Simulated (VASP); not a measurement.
# PbO2 (P4_2/mnm) in VASP: further runs, part 2 of 2

VASP 6.6.1. The steps go on from the part before.

## 5. Single point, PBEsol (biaxial strain in the a-b plane: -3.0 %)

Input file INCAR:

```
PREC = Accurate
ENCUT = 520
EDIFF = 1E-7
ISMEAR = 0
SIGMA = 0.1
LREAL = False
LASPH = True
NELM = 100
ALGO = Normal
ISIF = 2
LWAVE = False
LCHARG = False
GGA = PS
NBANDS = 35
```

Input file KPOINTS:

```
regular mesh
0
Gamma
  8 8 10
```

Input file POSCAR:

```
PbO2
1.0
    4.8473428794      0.0000000000      0.0000000000
    0.0000000000      4.8473428794      0.0000000000
    0.0000000000      0.0000000000      3.4729649627
Pb O
2 4
Direct
    0.0000000000      0.0000000000      0.0000000000
    0.5000000000      0.5000000000      0.5000000000
    0.3077520268      0.3077520268      0.0000000000
    0.1922479732      0.8077520268      0.5000000000
    0.6922479732      0.6922479732      0.0000000000
    0.8077520268      0.1922479732      0.5000000000
```

Potentials or basis: VASP PAW PBE potentials, release 64 (Pb_d, O).

Run with:

```sh
$ cat potpaw_PBE.64/Pb_d/POTCAR potpaw_PBE.64/O/POTCAR > POTCAR
$ mpirun -np 1 vasp_std > vasp.out
```

OUTCAR:

```text
PREC = Accurate
   ENCUT = 520
   EDIFF = 1E-7
   ISMEAR = 0
   LREAL = False
   LASPH = True
   NELM = 100
   ISIF = 2
   GGA = PS

 ion  position               nearest neighbor table
   1  0.000  0.000  0.000-   3 2.11   5 2.11   4 2.18   6 2.18   4 2.18   6 2.18   2 3.84   2 3.84
                             2 3.84   2 3.84   2 3.84   2 3.84   2 3.84   2 3.84
   2  0.500  0.500  0.500-   4 2.11   6 2.11   5 2.18   3 2.18   3 2.18   5 2.18   1 3.84   1 3.84
                             1 3.84   1 3.84   1 3.84   1 3.84   1 3.84   1 3.84
   3  0.308  0.308  0.000-   1 2.11   2 2.18   2 2.18
   4  0.192  0.808  0.500-   2 2.11   1 2.18   1 2.18
   5  0.692  0.692  0.000-   1 2.11   2 2.18   2 2.18
   6  0.808  0.192  0.500-   2 2.11   1 2.18   1 2.18

  LATTYP: Found a simple tetragonal cell.
 ALAT       =     4.8473428794
 C/A-ratio  =     0.7164677740

  Lattice vectors:

 A1 = (   4.8473428794,   0.0000000000,   0.0000000000)
 A2 = (   0.0000000000,   4.8473428794,   0.0000000000)
 A3 = (   0.0000000000,   0.0000000000,   3.4729649627)

Analysis of symmetry for initial positions (statically):
=====================================================================
 Subroutine PRICEL returns:
 Original cell was already a primitive cell.

 Routine SETGRP: Setting up the symmetry group for a
 simple tetragonal supercell.

 Subroutine GETGRP returns: Found 16 space group operations
 (whereof  8 operations were pure point group operations)
 out of a pool of 16 trial point group operations.

The static configuration has the point symmetry D_2h.
 The point group associated with its full space group is D_4h.

Analysis of symmetry for dynamics (positions and initial velocities):
=====================================================================
 Subroutine PRICEL returns:
 Original cell was already a primitive cell.

 Routine SETGRP: Setting up the symmetry group for a
 simple tetragonal supercell.

 Subroutine GETGRP returns: Found 16 space group operations
 (whereof  8 operations were pure point group operations)
 out of a pool of 16 trial point group operations.
[... 128 lines left out ...]
   IMIX   =      4    mixing-type and parameters
     AMIX     =   0.40;   BMIX     =  1.00
     AMIX_MAG =   1.60;   BMIX_MAG =  1.00
  volume/ion in A,a.u.               =      13.60        91.78
  Fermi-wavevector in a.u.,A,eV,Ry     =   1.408770  2.662189 27.002556  1.984632
  Thomas-Fermi vector in A             =   2.530894
   LORBIT       =      0    0 simple, 1 ext, 2 COOP (PROOUT), +10 PAW based schemes
   GGA     = PS    functional components
   LHFCALC =     F    Hartree Fock is set to
   AEXX    =    0.0000 exact exchange contribution
   IVDW    =     0    specifies the selected vdW correction
   LEPSILON=     F    determine dielectric tensor
   LRPA    =     F    only Hartree local field effects (RPA)
 non-spin polarized calculation
 Gauss-broadening in eV      SIGMA  =   0.10
  energy-cutoff  :      520.00
  volume of cell :       81.60
 maximum number of plane-waves:      2248
   NGX = 19   NGY = 19   NGZ = 13

 number of electron      51.9999991 magnetization

 Free energy of the ion-electron system (eV)
  ---------------------------------------------------
  ext. energy  EPLUGINS =         0.00000000
  ---------------------------------------------------
  free energy    TOTEN  =       -33.97620791 eV

  energy without entropy =      -33.97406318  energy(sigma->0) =      -33.97513555

 E-fermi :   4.5334     XC(G=0): -11.1206

 val. band max:        4.5177522558   @ k =   0.1250   0.0000   0.0000
 cond. band min:       4.5808282290   @ k =   0.0000   0.0000   0.0000
 fundamental gap:      0.0630759733
 Fermi energy:         4.5333803882

 k-point     1 :       0.0000    0.0000    0.0000
  band No.  band energies     occupation
      1     -13.9178      2.00000
      2     -13.7452      2.00000
      3     -11.9500      2.00000
      4     -11.9500      2.00000
      5     -11.0054      2.00000
      6     -10.7605      2.00000
[... 901 lines left out ...]
     34      16.1532      0.00000
     35      16.7735      0.00000

 [... further k-points ...]
[... 5 lines left out ...]
  --------------------------------------------------------------------------------------
  -------------------------------------------------------------------------------------
  Total        3.3471257      3.3471257      1.8626816      0.0000000      0.0000000      0.0000000
  in kB       65.7165442     65.7165442     36.5713770      0.0000000      0.0000000      0.0000000
  external PRESSURE =      56.0014885 kB  Pullay stress =       0.0000000 kB

 VOLUME and BASIS-vectors are now :
 -----------------------------------------------------------------------------
  energy-cutoff  :      520.00
  volume of cell :       81.60
      direct lattice vectors                 reciprocal lattice vectors
     4.847342879  0.000000000  0.000000000     0.206298590  0.000000000  0.000000000
     0.000000000  4.847342879  0.000000000     0.000000000  0.206298590  0.000000000
     0.000000000  0.000000000  3.472964963     0.000000000  0.000000000  0.287938407

 POSITION                                       TOTAL-FORCE (eV/Angst)
 -----------------------------------------------------------------------------------
      0.00000      0.00000      0.00000         0.000000      0.000000     -0.000000
      2.42367      2.42367      1.73648         0.000000      0.000000     -0.000000
      1.49178      1.49178      0.00000         0.008276      0.008276      0.000000
      0.93189      3.91545      1.73648        -0.008276      0.008276      0.000000
      3.35556      3.35556      0.00000        -0.008276     -0.008276     -0.000000
      3.91545      0.93189      1.73648         0.008276     -0.008276     -0.000000
 -----------------------------------------------------------------------------------
    total drift:                                0.000000      0.000000      0.000000

  FREE ENERGIE OF THE ION-ELECTRON SYSTEM (eV)
  ---------------------------------------------------
  free  energy   TOTEN  =       -33.9762079117 eV

  energy  without entropy=      -33.9740631838  energy(sigma->0) =      -33.97513555
```

stdout:

```text
POSCAR found type information on POSCAR PbO
 POSCAR found :  2 types and       6 ions
 scaLAPACK will be used
 -----------------------------------------------------------------------------
|                                                                             |
|                                                                             |
|     You enforced a specific xc type in the INCAR file but a different       |
|     I HOPE YOU KNOW WHAT YOU ARE DOING!                                     |
|                                                                             |
 -----------------------------------------------------------------------------

 LDA part: xc-table for (Slater+PW92), standard interpolation
 POSCAR, INCAR and KPOINTS ok, starting setup
 FFT: planning ... GRIDC
 FFT: planning ... GRID_SOFT
 FFT: planning ... GRID
 WAVECAR not read
 entering main loop
```

It took 2.3 min on 1 thread of Intel Xeon Platinum 8559C (Emerald Rapids), shared host; peak memory 0.32 GiB.

What came out:

```yaml
Free_energy: -33.9762 eV
Pressure: 5.6 GPa
Largest_force: 0.012 eV/Å
```

Forces on the atoms (eV/Å):
```
Pb   0.000  0.000  0.000
Pb   0.000  0.000  0.000
O    0.008  0.008  0.000
O   -0.008  0.008  0.000
O   -0.008 -0.008  0.000
O    0.008 -0.008  0.000
```

Levels at points of the mesh, in eV from the Fermi level:
| k point | band 23 | band 24 | band 25 | band 26 | band 27 | band 28 | band 29 | band 30 |
| --- | --- | --- | --- | --- | --- | --- | --- | --- |
| (0.00, 0.00, 0.00) | -0.66 | -0.66 | -0.62 | -0.62 | 0.05 | 4.22 | 5.63 | 5.63 |
| (0.50, 0.00, 0.00) | -0.72 | -0.72 | -0.40 | -0.40 | 2.71 | 2.71 | 6.24 | 6.24 |
| (0.50, 0.50, 0.00) | -0.74 | -0.74 | -0.45 | -0.45 | 2.98 | 2.98 | 6.70 | 6.70 |
| (0.00, 0.00, 0.50) | -1.23 | -1.23 | -0.85 | -0.85 | 3.97 | 3.97 | 9.08 | 9.08 |
| (0.50, 0.00, 0.50) | -0.83 | -0.83 | -0.08 | -0.08 | 4.37 | 4.37 | 7.58 | 7.58 |
| (0.50, 0.50, 0.50) | -0.72 | -0.72 | -0.51 | -0.51 | 3.01 | 3.01 | 8.34 | 8.34 |

Caveat: the cell differs from its parent crystal (biaxial strain in the a-b plane: -3.0 %); the PAW data sets were made with another functional, which shifts forces and pressure a little; spin-orbit coupling is left out, which moves the levels of the heavy elements.

## 6. Summary

| cell | gap on the mesh (eV) | pressure (GPa) | largest force (eV/Å) |
| --- | --- | --- | --- |
| a = 5.222, b = 5.222, c = 3.319 Å, 6 atoms | - | -4.8 | 0.08 |
| a = 4.772, b = 4.772, c = 3.504 Å, 6 atoms | none | 8.9 | 0.03 |
| a = 4.772, b = 4.772, c = 3.578 Å, 6 atoms | none | 4.7 | - |
| a = 4.847, b = 4.847, c = 3.473 Å, 6 atoms | - | 5.6 | 0.01 |

Alike in all rows: task single point; level PBEsol; potentials or basis VASP PAW PBE potentials, release 64 (Pb_d, O); no spin polarisation; k mesh 8 × 8 × 10; cutoff (eV) 520; smearing gaussian 0.1 eV.

Caveats: the PAW data sets were made with another functional, which shifts forces and pressure a little; spin-orbit coupling is left out, which moves the levels of the heavy elements.

Absolute energies hang on the potentials; compare differences alone.
